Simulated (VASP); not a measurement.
Mg2Ti3O3: single point with PBE

The system is Mg2Ti3O3.

```
CELL_PARAMETERS angstrom
2.83933 -3.11318 0.00000
2.83933 3.11318 0.00000
0.00000 0.00000 7.76216
ATOMIC_POSITIONS crystal
Mg 0.00000 0.50000 0.00000
Mg 0.50000 0.00000 0.00000
Ti 0.00000 0.00000 0.50000
Ti 0.50000 0.50000 0.32084
Ti 0.50000 0.50000 0.67916
O 0.70096 0.29904 0.50000
O 0.29904 0.70096 0.50000
O 0.00000 0.00000 0.00000
```

The cell was generated, and may not be a known phase.

```yaml
Program: VASP 6.6.1
Task: single point
Functional: PBE
Potentials_or_basis: VASP PAW PBE potentials, release 64 (Mg, Ti_sv, O)
Cutoff: 520 eV
k_mesh: 8 × 8 × 4
Occupations: gaussian, width 0.1 eV
Spin: no spin polarisation
Dipole_correction: no
Further_INCAR_settings: ALGO = Normal; EDIFF = 1e-07; NBANDS = 39
```

```
Pressure               : 0.2 GPa
Largest force          : 0.131 eV/Å
Band gap on the k mesh : zero (bands 29 and 30 overlap by 0.31 eV)
```

Forces in eV/Å, atoms in the order of the input:
```
Mg   0.000  0.000  0.000
Mg   0.000  0.000  0.000
Ti   0.000  0.000  0.000
Ti   0.000  0.000 -0.131
Ti   0.000  0.000  0.131
O    0.000 -0.047  0.000
O    0.000  0.047  0.000
O    0.000  0.000  0.000
```

Stress tensor (GPa, compression positive):
```
-0.18  0.00  0.00
 0.00  0.43  0.00
 0.00  0.00  0.22
```

Levels at points of the mesh, in eV from the Fermi level:
| k point | band 25 | band 26 | band 27 | band 28 | band 29 | band 30 | band 31 | band 32 | band 33 | band 34 |
| --- | --- | --- | --- | --- | --- | --- | --- | --- | --- | --- |
| (0.00, 0.00, 0.00) | -3.58 | -1.90 | -0.41 | -0.26 | -0.20 | 0.31 | 0.34 | 0.73 | 0.74 | 0.77 |
| (0.50, 0.00, 0.00) | -1.56 | -1.26 | -0.97 | -0.34 | -0.13 | 0.25 | 0.35 | 0.47 | 0.68 | 0.92 |
| (0.50, 0.50, 0.00) | -1.88 | -1.45 | -0.73 | -0.41 | 0.16 | 0.31 | 0.39 | 0.45 | 0.50 | 0.66 |
| (0.00, 0.00, 0.50) | -3.57 | -1.85 | -0.41 | -0.28 | -0.21 | 0.31 | 0.33 | 0.53 | 0.73 | 0.83 |
| (0.50, 0.00, 0.50) | -1.40 | -1.17 | -0.73 | -0.71 | -0.34 | -0.14 | 0.18 | 0.50 | 0.75 | 0.89 |
| (0.50, 0.50, 0.50) | -1.86 | -1.22 | -0.56 | -0.30 | -0.02 | 0.39 | 0.42 | 0.43 | 0.46 | 0.50 |

Wall time 3.6 min on 1 thread of Intel(R) Xeon(R) 6975P-C (Granite Rapids), on a shared host, peak memory 0.41 GiB.
